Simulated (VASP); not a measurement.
Input of a VASP 6.6.1 run:

Contents of POSCAR:

```
NbBi2Cl6
1.0
    0.0000000000      4.8774350000      4.8774350000
    4.8774350000      0.0000000000      4.8774350000
    4.8774350000      4.8774350000      0.0000000000
Nb Cl Bi
1 6 2
Direct
    0.0000000000      0.0000000000      0.0000000000
    0.7542589842      0.2457410158      0.7542589842
    0.7542589842      0.2457410158      0.2457410158
    0.2457410158      0.7542589842      0.2457410158
    0.2457410158      0.7542589842      0.7542589842
    0.7542589842      0.7542589842      0.2457410158
    0.2457410158      0.2457410158      0.7542589842
    0.7500000000      0.7500000000      0.7500000000
    0.2500000000      0.2500000000      0.2500000000
```

The input INCAR.step1:

```
SYSTEM = NbBi2Cl6
PREC = Accurate
ENCUT = 520
ISMEAR = -1
SIGMA = 0.1374
LREAL = .False.
LASPH = .True.
NELM = 60
NBANDS = 52
GGA = PE
ALGO = Normal
EDIFF = 1E-4
LWAVE = .True.
LCHARG = .False.
```

Contents of INCAR.step2:

```
SYSTEM = NbBi2Cl6
PREC = Accurate
ENCUT = 520
EDIFF = 1E-6
ISMEAR = -1
SIGMA = 0.1374
LREAL = .False.
LASPH = .True.
NELM = 60
ALGO = Normal
ISIF = 2
LWAVE = .False.
LCHARG = .False.
METAGGA = R2SCAN
LMIXTAU = .True.
NBANDS = 52
ISTART = 1
```

KPOINTS

```
regular mesh
0
Gamma
  6 6 6
  0 0 0
```

Potentials or basis: VASP PAW PBE potentials, release 64 (Nb_sv, Cl, Bi_d).

Command:

```bash
$ cat potpaw_PBE.64/Nb_sv/POTCAR potpaw_PBE.64/Cl/POTCAR potpaw_PBE.64/Bi_d/POTCAR > POTCAR
$ cp INCAR.step1 INCAR
$ mpirun -np 1 vasp_std > vasp.out
$ cp INCAR.step2 INCAR
$ mpirun -np 1 vasp_std > vasp.out
```

Question: What does it give for the largest force?

Answer: 0.023 eV/Å.

Question: Predict the pressure.

Answer: -0.2 GPa.

Question: Predict the band gap on the k mesh.

Answer: Zero (an odd number of electrons rules out a gap without spin polarisation).

Forces in eV/Å, atoms in the order of the input:
```
Nb   0.000  0.000  0.000
Cl   0.000  0.023  0.000
Cl  -0.023  0.000  0.000
Cl   0.000 -0.023  0.000
Cl   0.023  0.000  0.000
Cl   0.000  0.000  0.023
Cl   0.000  0.000 -0.023
Bi   0.000  0.000  0.000
Bi   0.000  0.000  0.000
```

Caveat: the PAW data sets were made with another functional, which shifts forces and pressure a little; spin-orbit coupling is left out, which moves the levels of the heavy elements; an odd number of electrons without spin polarisation forces a metal; a magnetic or distorted state may lie lower.
